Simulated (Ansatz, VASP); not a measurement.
# AlAs: VASP beside Ansatz

File INCAR:

```
SYSTEM = AlAs
ALGO     = Normal         ! electronic algorithm
EDIFF    = 1E-7           ! SCF threshold, eV
EDIFFG   = -0.005         ! ionic threshold
ENCUT    = 500            ! plane-wave cutoff, eV
GGA      = CA             ! functional
GGA_COMPAT= .FALSE.      
IBRION   = 2              ! ionic algorithm
ISIF     = 3              ! what is computed and relaxed
ISMEAR   = -1             ! smearing method
LASPH    = .TRUE.         ! aspherical terms in the spheres
LCHARG   = .FALSE.        ! write CHGCAR
LREAL    = .FALSE.        ! projectors in reciprocal space
LWAVE    = .FALSE.        ! write WAVECAR
NELM     = 120            ! most SCF steps
NELMIN   = 4            
NSW      = 60             ! ionic steps
PREC     = Accurate       ! precision mode
SIGMA    = 0.02           ! smearing width, eV
```

File KPOINTS:

```
k-points
0
G
  10 10 10
  0 0 0
```

Contents of POSCAR:

```
AlAs
1.0
    0.0000000000      2.8929697660      2.8929697660
    2.8929697660      0.0000000000      2.8929697660
    2.8929697660      2.8929697660      0.0000000000
Al As
1 1
Direct
    0.0000000000      0.0000000000      0.0000000000
    0.2500000000      0.2500000000      0.2500000000
```

Input for Ansatz:

```yaml
crystal:
  lattice:
    - [0.0, 2.892969766, 2.892969766]
    - [2.892969766, 0.0, 2.892969766]
    - [2.892969766, 2.892969766, 0.0]
  atoms:
    - { symbol: Al, position: [0.0, 0.0, 0.0] }
    - { symbol: As, position: [0.25, 0.25, 0.25] }
kpoints:
  mp_grid: { grid: [10, 10, 10] }
scf:
  occupations: { method: fermi_dirac, width: 0.02 }
hamiltonian:
  xc: lda
  pseudopotentials: { kind: paw }
output:
  forces: true
  stress: true
relax:
  f_tol: 0.005
  max_steps: 40
  cell: {}
```

Alike in both runs: task relaxation of cell and atoms; functional LDA; k mesh 10 × 10 × 10; occupations fermi-dirac, width 0.02 eV; no spin polarisation.

|  | VASP | Ansatz |
| --- | --- | --- |
| version | VASP 6.6.1 | Ansatz 0.2.0 |
| potentials or method | VASP PAW LDA potentials, release 64 (Al, As) | PAW with Ansatz's default frozen-core files, scalar-relativistic |
| plane-wave cutoff (eV) | 500 | 420 |
| valence electrons in the cell | 8 | 18 |

|  | VASP | Ansatz | Ansatz less VASP |
| --- | --- | --- | --- |
| relaxed volume (Å³/atom) | 22.40 | 22.29 | -0.112 |
| relaxed cell length with the largest relative difference (Å) | 3.986 | 3.980 | -0.0067 |

LDA's correlation is that of Perdew and Zunger in VASP and of Perdew and Wang (1992) in Ansatz. VASP's potentials hold 8 valence electrons a cell and Ansatz's 18, so a difference there can come from the potentials and not from the codes.
